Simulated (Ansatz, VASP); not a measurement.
# One calculation of Si4N, two programs

```
CELL_PARAMETERS angstrom
-2.66770 2.66770 2.66770
2.66770 -2.66770 2.66770
2.66770 2.66770 -2.66770
ATOMIC_POSITIONS crystal
Si 0.00000 0.59398 0.00000
Si 0.40602 0.40602 0.40602
Si 0.00000 0.00000 0.59398
Si 0.59398 0.00000 0.00000
N 0.00000 0.00000 0.00000
```

Change from the starting cell: species swapped into the GeF4 type (I-43m, No. 217).

Alike in both runs: functional PBE; k mesh 4 × 4 × 4; occupations gaussian, width 0.1 eV; no spin polarisation.

Ansatz relaxed the structure, and its values are those at the end. VASP's run is a single point on that final structure, the one shown.

|  | VASP | Ansatz |
| --- | --- | --- |
| version | VASP 6.6.1 | Ansatz 0.2.0 |
| potentials or method | VASP PAW PBE potentials, release 64 (Si, N), cutoff 520 eV | scalar-relativistic, plane waves, PAW |
| valence electrons in the cell | 21 | 21 |

|  | VASP | Ansatz | Ansatz less VASP |
| --- | --- | --- | --- |
| gap on the k mesh at the Fermi level (eV) | none | none | - |
| pressure (GPa) | -0.1 | -0.1 | +0.08 |
| rms of the force components (eV/Å) | 0.020 | 0.024 | +0.0038 |

A gap of «none» marks a metal or a gap that the smearing closes. With one functional, cell and mesh, what is left measures potentials, basis and numerics.

The k mesh is coarse, so the values compare programs but aren't converged.
